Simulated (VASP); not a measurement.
MgO: single point with PBE

MgO:

```
CELL_PARAMETERS angstrom
2.93802 0.00000 0.00000
-1.46901 2.62073 0.00000
0.00000 0.00000 2.67968
ATOMIC_POSITIONS crystal
Mg 0.00000 0.00000 0.00000
O 0.33333 0.66667 0.50000
```

This cell differs from its parent crystal: strain +0.0300 x Voigt [0, 1, 0, 0, 0, 0].

```json
{"Program": "VASP 6.6.1", "Task": "single point", "Functional": "PBE", "Potentials or basis": "VASP PAW PBE potentials, release 64 (Mg, O)", "Cutoff": "520 eV", "k mesh": "9 × 9 × 8", "Occupations": "gaussian, width 0.05 eV", "Spin": "no spin polarisation", "Dipole correction": "no", "Further INCAR settings": "ALGO = Normal; EDIFF = 1e-07; NBANDS = 11"}
```

- Pressure: -4.1 GPa
- Largest force: 0.021 eV/Å
- Band gap on the k mesh: 2.69 eV, indirect (least direct gap 3.06 eV)

Forces in eV/Å, atoms in the order of the input:
```
Mg   0.000 -0.021  0.000
O    0.000  0.021  0.000
```

Stress tensor (GPa, compression positive):
```
-2.86  0.00  0.00
 0.00 -9.67  0.00
 0.00  0.00  0.22
```

Levels at points of the mesh, in eV from the valence-band top:
```tsv
k point	band 1	band 2	band 3	band 4	band 5	band 6	band 7	band 8
(0.00, 0.00, 0.00)	-17.39	-0.84	-0.68	-0.37	2.69	11.74	14.71	15.34
(0.00, 0.00, 0.50)	-16.34	-5.27	-0.30	-0.17	7.82	8.75	16.83	17.57
```

It took 27 s on 1 thread of Intel Xeon 8259CL (shared host), peak memory 0.15 GiB.

Caveat: the cell differs from its parent crystal (strain +0.0300 x Voigt [0, 1, 0, 0, 0, 0]). A k mesh can miss the band edges.
